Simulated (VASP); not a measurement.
# SnSe3 (Pm-3m) in VASP: notebook

The runs below take SnSe3 through single point, relaxation of cell and atoms, with PBE.

Program: VASP 6.6.1. These are calculated values, not measurements. Logs are shortened: lines on timing, memory, paths and dates and some standing lists are left out, and cuts for length are marked.

**1. The cell of the first run**

The structure is cubic, space group Pm-3m (No. 221). The conventional cell has a = 4.525 Å, b = 4.525 Å, c = 4.525 Å, α = 90.00°, β = 90.00°, γ = 90.00°. Sn (site symmetry m-3m) has 12 Se at 3.20 Å within 4.2 Å. Se (site symmetry 4/mmm) has 4 Sn at 3.20 Å and 8 Se at 3.20 Å within 4.2 Å.

**2. Single point, PBE**

Input file INCAR:

```
SYSTEM = SnSe3
PREC = Accurate
ENCUT = 520
EDIFF = 1E-7
ISMEAR = 0
SIGMA = 0.1
LREAL = .False.
LASPH = .True.
NELM = 60
ALGO = Normal
ISIF = 2
LWAVE = .False.
LCHARG = .False.
GGA = PE
NBANDS = 24
```

Input file KPOINTS:

```
regular mesh
0
Gamma
  10 10 10
  0 0 0
```

Input file POSCAR:

```
SnSe3
1.0
    4.5246866622      0.0000000000      0.0000000000
    0.0000000000      4.5246866622      0.0000000000
    0.0000000000      0.0000000000      4.5246866622
Sn Se
1 3
Direct
    0.0000000000      0.0000000000      0.0000000000
    0.0000000000      0.5000000000      0.5000000000
    0.5000000000      0.0000000000      0.5000000000
    0.5000000000      0.5000000000      0.0000000000
```

Potentials or basis: VASP PAW PBE potentials, release 64 (Sn_d, Se).

On the command line:

```
> cat potpaw_PBE.64/Sn_d/POTCAR potpaw_PBE.64/Se/POTCAR > POTCAR
> mpirun -np 1 vasp_std > vasp.out
```

OUTCAR:

```text
SYSTEM = SnSe3
   PREC = Accurate
   ENCUT = 520
   EDIFF = 1E-7
   ISMEAR = 0
   LREAL = .False.
   LASPH = .True.
   NELM = 60
   ISIF = 2
   GGA = PE

 ion  position               nearest neighbor table
   1  0.000  0.000  0.000-   2 3.20   3 3.20   4 3.20   2 3.20   3 3.20   2 3.20   4 3.20   2 3.20
                             3 3.20   4 3.20   3 3.20   4 3.20
   2  0.000  0.500  0.500-   1 3.20   1 3.20   1 3.20   1 3.20
   3  0.500  0.000  0.500-   1 3.20   1 3.20   1 3.20   1 3.20
   4  0.500  0.500  0.000-   1 3.20   1 3.20   1 3.20   1 3.20

  LATTYP: Found a simple cubic cell.
 ALAT       =     4.5246866622

  Lattice vectors:

 A1 = (   4.5246866622,   0.0000000000,   0.0000000000)
 A2 = (   0.0000000000,   4.5246866622,   0.0000000000)
 A3 = (   0.0000000000,   0.0000000000,   4.5246866622)

Analysis of symmetry for initial positions (statically):
=====================================================================
 Subroutine PRICEL returns:
 Original cell was already a primitive cell.

 Routine SETGRP: Setting up the symmetry group for a
 simple cubic supercell.

 Subroutine GETGRP returns: Found 48 space group operations
 (whereof 48 operations were pure point group operations)
 out of a pool of 48 trial point group operations.

The static configuration has the point symmetry O_h .

Analysis of symmetry for dynamics (positions and initial velocities):
=====================================================================
 Subroutine PRICEL returns:
 Original cell was already a primitive cell.

 Routine SETGRP: Setting up the symmetry group for a
 simple cubic supercell.

 Subroutine GETGRP returns: Found 48 space group operations
 (whereof 48 operations were pure point group operations)
 out of a pool of 48 trial point group operations.

The dynamic configuration has the point symmetry O_h .

 Subroutine INISYM returns: Found 48 space group operations
 (whereof 48 operations are pure point group operations),
 and found     1 'primitive' translations

----------------------------------------------------------------------------------------

                                     Primitive cell

  volume of cell :      92.6330

  direct lattice vectors                    reciprocal lattice vectors
     4.524686662  0.000000000  0.000000000     0.221009779  0.000000000  0.000000000
     0.000000000  4.524686662  0.000000000     0.000000000  0.221009779  0.000000000
     0.000000000  0.000000000  4.524686662     0.000000000  0.000000000  0.221009779

  length of vectors
     4.524686662  4.524686662  4.524686662     0.221009779  0.221009779  0.221009779

  position of ions in fractional coordinates (direct lattice)
     0.000000000  0.000000000  0.000000000
     0.000000000  0.500000000  0.500000000
     0.500000000  0.000000000  0.500000000
     0.500000000  0.500000000  0.000000000

  ion indices of the primitive-cell ions
   primitive index   ion index
                 1           1
                 2           2
                 3           3
                 4           4

----------------------------------------------------------------------------------------

 KPOINTS: regular mesh

Automatic generation of k-mesh.
 Grid dimensions read from file:
 generate k-points for:   10   10   10

 Generating k-lattice:

  Cartesian coordinates                     Fractional coordinates (reciprocal lattice)
     0.022100978  0.000000000  0.000000000     0.100000000  0.000000000  0.000000000
     0.000000000  0.022100978  0.000000000     0.000000000  0.100000000  0.000000000
     0.000000000  0.000000000  0.022100978     0.000000000  0.000000000  0.100000000

  Length of vectors
     0.022100978  0.022100978  0.022100978

  Shift w.r.t. Gamma in fractional coordinates (k-lattice)
     0.000000000  0.000000000  0.000000000

 Subroutine IBZKPT returns following result:
 ===========================================

 Found     56 irreducible k-points:

 Following reciprocal coordinates:
            Coordinates               Weight
  0.000000  0.000000  0.000000      1.000000
  0.100000  0.000000  0.000000      6.000000
  0.200000  0.000000  0.000000      6.000000
  0.300000  0.000000  0.000000      6.000000
  0.400000  0.000000  0.000000      6.000000
  0.500000  0.000000  0.000000      3.000000
[... 16 lines left out ...]
  0.200000  0.100000  0.100000     24.000000
  0.300000  0.100000  0.100000     24.000000
 [... further k-points ...]
   k-points           NKPTS =     56   k-points in BZ     NKDIM =     56   number of bands    NBANDS=     24
   number of dos      NEDOS =    301   number of ions     NIONS =      4
   total plane-waves  NPLWV =  46656
   dimension x,y,z NGX =    36 NGY =   36 NGZ =   36
   dimension x,y,z NGXF=    72 NGYF=   72 NGZF=   72
   ions per type =               1   3
   NGX,Y,Z   is equivalent  to a cutoff of  13.23, 13.23, 13.23 a.u.
   NGXF,Y,Z  is equivalent  to a cutoff of  26.45, 26.45, 26.45 a.u.
 SYSTEM =  SnSe3
   PREC   = accura    normal or accurate (medium, high low for compatibility)
   ISTART =      0    job   : 0-new  1-cont  2-samecut
   ICHARG =      2    charge: 1-file 2-atom 10-const
   ISPIN  =      1    spin polarized calculation?
   LNONCOLLINEAR =      F non collinear calculations
   LSORBIT =      F    spin-orbit coupling
   LASPH  =      T    aspherical Exc in radial PAW
   ENCUT  =  520.0 eV  38.22 Ry    6.18 a.u.   8.41  8.41  8.41*2*pi/ulx,y,z
   NELM   =     60;   NELMIN=  2; NELMDL= -5     # of ELM steps
   EDIFF  = 0.1E-06   stopping-criterion for ELM
   LREAL  =      F    real-space projection
   EDIFFG = 0.1E-05   stopping-criterion for IOM
   NSW    =      0    number of steps for IOM
   IBRION =     -1    ionic relax: 0-MD 1-quasi-New 2-CG
   NFREE  =      0    steps in history (QN), initial steepest desc. (CG)
   ISIF   =      2    stress and relaxation
   ISYM   =      2    0-nonsym 1-usesym 2-fastsym
   POTIM  = 0.5000    time-step for ionic-motion
   TEBEG  =    0.0;   TEEND  =   0.0 temperature during run
   PSTRESS=    0.0 pullay stress
   NELECT =      32.0000    total number of electrons
   NUPDOWN=      -1.0000    fix difference up-down
   EMIN   =  10.00;   EMAX   =-10.00  energy-range for DOS
   EFERMI =   0.00;   METHOD = LEGACY
   ISMEAR =     0;   SIGMA  =   0.10  broadening in eV -4-tet -1-fermi 0-gaus
   EFERMI_NEDOS =   21; number of points for ismear=-14 and -15
   IALGO  =     38    algorithm
   IMIX   =      4    mixing-type and parameters
     AMIX     =   0.40;   BMIX     =  1.00
     AMIX_MAG =   1.60;   BMIX_MAG =  1.00
  volume/ion in A,a.u.               =      23.16       156.28
  Fermi-wavevector in a.u.,A,eV,Ry     =   1.148690  2.170710 17.952746  1.319490
  Thomas-Fermi vector in A             =   2.285364
   LORBIT       =      0    0 simple, 1 ext, 2 COOP (PROOUT), +10 PAW based schemes
   GGA     = PE    functional components
   LHFCALC =     F    Hartree Fock is set to
   AEXX    =    0.0000 exact exchange contribution
   IVDW    =     0    specifies the selected vdW correction
   LEPSILON=     F    determine dielectric tensor
   LRPA    =     F    only Hartree local field effects (RPA)
 non-spin polarized calculation
 Gauss-broadening in eV      SIGMA  =   0.10
  energy-cutoff  :      520.00
  volume of cell :       92.63
 maximum number of plane-waves:      2517
 NGX is ok and might be reduce to    36
   NGX = 17   NGY = 17   NGZ = 17

 number of electron      32.0000002 magnetization

 Free energy of the ion-electron system (eV)
  ---------------------------------------------------
  ext. energy  EPLUGINS =         0.00000000
  ---------------------------------------------------
  free energy    TOTEN  =       -13.00838957 eV

  energy without entropy =      -12.99013171  energy(sigma->0) =      -12.99926064

 E-fermi :   5.6251     XC(G=0): -10.2619

 val. band max:        5.6240552582   @ k =   0.5000   0.1000   0.0000
 cond. band min:       5.6284854352   @ k =   0.3000   0.1000   0.0000
 fundamental gap:      0.0044301770
 Fermi energy:         5.6251486828

 k-point     1 :       0.0000    0.0000    0.0000
  band No.  band energies     occupation
      1     -15.9436      2.00000
      2     -15.9436      2.00000
      3     -15.9350      2.00000
      4     -15.9350      2.00000
      5     -15.9350      2.00000
      6      -9.1978      2.00000
[... 16 lines left out ...]
     23      10.7110      0.00000
     24      11.2809      0.00000

 k-point     2 :       0.1000    0.0000    0.0000
  band No.  band energies     occupation
      1     -15.9435      2.00000
      2     -15.9429      2.00000
      3     -15.9354      2.00000
      4     -15.9354      2.00000
      5     -15.9350      2.00000
      6      -9.1448      2.00000
[... 16 lines left out ...]
     23      10.9792      0.00000
     24      11.6328      0.00000

 k-point     3 :       0.2000    0.0000    0.0000
  band No.  band energies     occupation
      1     -15.9431      2.00000
      2     -15.9409      2.00000
      3     -15.9362      2.00000
      4     -15.9362      2.00000
      5     -15.9350      2.00000
      6      -8.9885      2.00000
[... 16 lines left out ...]
     23      11.5764      0.00000
     24      11.9784      0.00000

 k-point     4 :       0.3000    0.0000    0.0000
  band No.  band energies     occupation
      1     -15.9425      2.00000
      2     -15.9384      2.00000
      3     -15.9373      2.00000
      4     -15.9373      2.00000
      5     -15.9349      2.00000
      6      -8.7400      2.00000
[... 16 lines left out ...]
     23      12.2919      0.00000
     24      12.6989      0.00000

 k-point     5 :       0.4000    0.0000    0.0000
  band No.  band energies     occupation
      1     -15.9421      2.00000
      2     -15.9382      2.00000
      3     -15.9382      2.00000
      4     -15.9364      2.00000
      5     -15.9348      2.00000
      6      -8.4334      2.00000
[... 16 lines left out ...]
     23      12.9026      0.00000
     24      13.8912      0.00000

 k-point     6 :       0.5000    0.0000    0.0000
  band No.  band energies     occupation
      1     -15.9420      2.00000
      2     -15.9385      2.00000
      3     -15.9385      2.00000
      4     -15.9356      2.00000
      5     -15.9348      2.00000
      6      -8.2341      2.00000
[... 16 lines left out ...]
     23      13.6812      0.00000
     24      13.7542      0.00000
[... 379 lines left out ...]
 k-point    21 :       0.5000    0.5000    0.0000
  band No.  band energies     occupation
      1     -15.9450      2.00000
      2     -15.9382      2.00000
      3     -15.9382      2.00000
      4     -15.9380      2.00000
      5     -15.9304      2.00000
      6      -7.2053      2.00000
[... 16 lines left out ...]
     23      13.9670      0.00000
     24      14.6771      0.00000

 k-point    22 :       0.1000    0.1000    0.1000
  band No.  band energies     occupation
      1     -15.9423      2.00000
      2     -15.9423      2.00000
      3     -15.9357      2.00000
      4     -15.9357      2.00000
      5     -15.9357      2.00000
      6      -9.0397      2.00000
[... 16 lines left out ...]
     23      11.1917      0.00000
     24      11.6838      0.00000

 k-point    23 :       0.2000    0.1000    0.1000
  band No.  band energies     occupation
      1     -15.9419      2.00000
      2     -15.9403      2.00000
      3     -15.9367      2.00000
      4     -15.9366      2.00000
      5     -15.9356      2.00000
      6      -8.8855      2.00000
[... 16 lines left out ...]
     23      11.7154      0.00000
     24      12.2046      0.00000

 k-point    24 :       0.3000    0.1000    0.1000
  band No.  band energies     occupation
      1     -15.9414      2.00000
      2     -15.9380      2.00000
      3     -15.9378      2.00000
      4     -15.9376      2.00000
      5     -15.9356      2.00000
      6      -8.6405      2.00000
[... 16 lines left out ...]
     23      12.4635      0.00000
     24      13.2370      0.00000

 [... further k-points ...]

------------------------ aborting loop because EDIFF is reached ----------------------------------------

  FORCE on cell =-STRESS in cart. coord.  units (eV):
  Direction    XX          YY          ZZ          XY          YZ          ZX
  --------------------------------------------------------------------------------------
  -------------------------------------------------------------------------------------
  Total        0.0005203      0.0005203      0.0005203     -0.0000000     -0.0000000     -0.0000000
  in kB        0.0089997      0.0089997      0.0089997     -0.0000000     -0.0000000     -0.0000000
  external PRESSURE =       0.0089997 kB  Pullay stress =       0.0000000 kB

 VOLUME and BASIS-vectors are now :
 -----------------------------------------------------------------------------
  energy-cutoff  :      520.00
  volume of cell :       92.63
      direct lattice vectors                 reciprocal lattice vectors
     4.524686662  0.000000000  0.000000000     0.221009779  0.000000000  0.000000000
     0.000000000  4.524686662  0.000000000     0.000000000  0.221009779  0.000000000
     0.000000000  0.000000000  4.524686662     0.000000000  0.000000000  0.221009779

 POSITION                                       TOTAL-FORCE (eV/Angst)
 -----------------------------------------------------------------------------------
      0.00000      0.00000      0.00000         0.000000      0.000000      0.000000
      0.00000      2.26234      2.26234         0.000000      0.000000      0.000000
      2.26234      0.00000      2.26234         0.000000      0.000000      0.000000
      2.26234      2.26234      0.00000         0.000000      0.000000      0.000000
 -----------------------------------------------------------------------------------
    total drift:                                0.000000      0.000000      0.000000

  FREE ENERGIE OF THE ION-ELECTRON SYSTEM (eV)
  ---------------------------------------------------
  free  energy   TOTEN  =       -13.0083895685 eV

  energy  without entropy=      -12.9901317077  energy(sigma->0) =      -12.99926064
```

Wall time 80 s (1 thread of Intel Xeon Platinum 8375C at 2.90GHz (Ice Lake), shared host); peak memory 0.27 GiB.

What came out:

```
Free energy            : -13.0084 eV
Pressure               : 0.0 GPa
Band gap on the k mesh : zero (band 16 reaches 6.76 eV, above the bottom of band 17 at 5.19 eV)
```

Caveat: spin-orbit coupling is left out, which moves the levels of the heavy elements.

**3. Relaxation of cell and atoms, PBE**

This run uses another cell than the first one, of 23.33 Å³/atom, 1.007 times its volume.

Input file INCAR:

```
PREC = Accurate
ENCUT = 600
EDIFF = 1E-6
ISMEAR = 0
SIGMA = 0.1
LREAL = F
LASPH = T
NELM = 80
ALGO = Normal
ISIF = 3
LWAVE = F
LCHARG = F
GGA = PE
IBRION = 2
NSW = 100
EDIFFG = -0.01
```

Input file KPOINTS:

```
regular mesh
0
Gamma
  10 10 10
```

Input file POSCAR:

```
SnSe3
1.0
    4.5358829795      0.0000000000      0.0000000000
    0.0000000000      4.5358829795      0.0000000000
    0.0000000000      0.0000000000      4.5358829795
Sn Se
1 3
Direct
    0.0000000000      0.0000000000      0.0000000000
    0.0000000000      0.5000000000      0.5000000000
    0.5000000000      0.0000000000      0.5000000000
    0.5000000000      0.5000000000      0.0000000000
```

Potentials or basis: VASP PAW PBE potentials, release 64 (Sn_d, Se).

On the command line:

```
> cat potpaw_PBE.64/Sn_d/POTCAR potpaw_PBE.64/Se/POTCAR > POTCAR
> mpirun -np 1 vasp_std > vasp.out
```

Wall time 94 s (1 thread of Intel Xeon Platinum 8375C at 2.90GHz (Ice Lake), shared host); peak memory 0.29 GiB.

It converged, with:

```
Free energy                            : -13.0085 eV
Relaxed volume                         : 23.14 Å³/atom
Relaxed cell                           : a = 4.523 Å, b = 4.523 Å, c = 4.523 Å, α = 90.00°, β = 90.00°, γ = 90.00°
Space group after relaxing (to 0.05 Å) : Pm-3m (No. 221)
Energy gained by relaxing              : 0.2 meV/atom
Ionic steps                            : 2
Pressure after relaxing                : 0.0 GPa
Band gap on the k mesh                 : zero (band 16 reaches 6.77 eV, above the bottom of band 17 at 5.20 eV)
```

The path:
```csv
step,energy change (eV),largest force (eV/Å),pressure (GPa),volume (Å³)
1,0.0000,0.0000,-0.39,93.32
2,-0.0008,0.0000,0.05,92.56
```

Final structure:
```
CELL_PARAMETERS angstrom
4.52343 0.00000 0.00000
0.00000 4.52343 0.00000
0.00000 0.00000 4.52343
ATOMIC_POSITIONS crystal
Sn 0.00000 0.00000 0.00000
Se 0.00000 0.50000 0.50000
Se 0.50000 0.00000 0.50000
Se 0.50000 0.50000 0.00000
```

Levels at points of the mesh, in eV from the Fermi level:
```
           k point  band 13  band 14  band 15  band 16  band 17  band 18  band 19  band 20
(0.00, 0.00, 0.00)    -1.04    -1.04    -1.04     0.36     0.36     0.36     4.85     4.85
(0.50, 0.00, 0.00)    -3.03    -2.10    -1.82     0.04     0.38     0.38     0.88     3.17
(0.50, 0.50, 0.00)    -2.21    -2.21    -2.15    -1.74     0.68     1.09     1.16     4.13
(0.50, 0.50, 0.50)    -5.73     1.14     1.14     1.14     1.27     1.27     5.36     5.36
```

Caveat: spin-orbit coupling is left out, which moves the levels of the heavy elements.
